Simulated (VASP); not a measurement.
Set up this calculation in VASP 6.6.1, as the native input.

```
Task                   : single point
Functional             : r2SCAN
Potentials or basis    : VASP PAW PBE potentials, release 64 (B_h, N_h)
Cutoff                 : 1460 eV
k mesh                 : 12 × 12 × 12
Occupations            : gaussian, width 0.01 eV
Spin                   : no spin polarisation
Dipole correction      : no
Further INCAR settings : ALGO = Normal; EDIFF = 1e-06; NBANDS = 11
```

Crystal: BN.

```xyz
2
Lattice="0.0000 1.8229 1.8229 1.8229 0.0000 1.8229 1.8229 1.8229 0.0000" Properties=species:S:1:pos:R:3 pbc="T T T"
B     0.0000    0.0000    0.0000
N     0.9114    0.9114    0.9114
```

This cell differs from its parent crystal: strain +1.0%.

One way to write it, as run:

POSCAR

```
BN
1.0
    0.0000000000      1.8228737197      1.8228737197
    1.8228737197      0.0000000000      1.8228737197
    1.8228737197      1.8228737197      0.0000000000
B N
1 1
Direct
    0.0000000000      0.0000000000      0.0000000000
    0.2500000000      0.2500000000      0.2500000000
```

INCAR.step1

```
ALGO = Normal
EDIFF = 1E-5
ENCUT = 1460
GGA = PE
GGA_COMPAT = F
ISMEAR = 0
LASPH = T
LCHARG = F
LREAL = F
LWAVE = T
NBANDS = 11
NELM = 120
PREC = Accurate
SIGMA = 0.01
```

INCAR.step2

```
ALGO = Normal
EDIFF = 1E-6
ENCUT = 1460
GGA_COMPAT = F
ISIF = 2
ISMEAR = 0
ISTART = 1
LASPH = T
LCHARG = F
LMIXTAU = T
LREAL = F
LWAVE = F
METAGGA = R2SCAN
NBANDS = 11
NELM = 120
PREC = Accurate
SIGMA = 0.01
```

KPOINTS

```
k-points
0
Gamma
  12 12 12
```

Potentials or basis: VASP PAW PBE potentials, release 64 (B_h, N_h).

The run is started by

```console
$ cat potpaw_PBE.64/B_h/POTCAR potpaw_PBE.64/N_h/POTCAR > POTCAR
$ cp INCAR.step1 INCAR
$ mpirun -np 1 vasp_std > vasp.out
$ cp INCAR.step2 INCAR
$ mpirun -np 1 vasp_std > vasp.out
```

It gave:

* Pressure: -11.5 GPa
* Band gap on the k mesh: 4.96 eV (least direct gap 9.42 eV)

Caveat: the cell differs from its parent crystal (strain +1.0%); the cell stands under tension; the PAW data sets were made with another functional, which shifts forces and pressure a little.

It took 89 s on 1 thread of AMD EPYC 7R13 Processor (Zen 3) (shared host), peak memory 0.17 GiB.
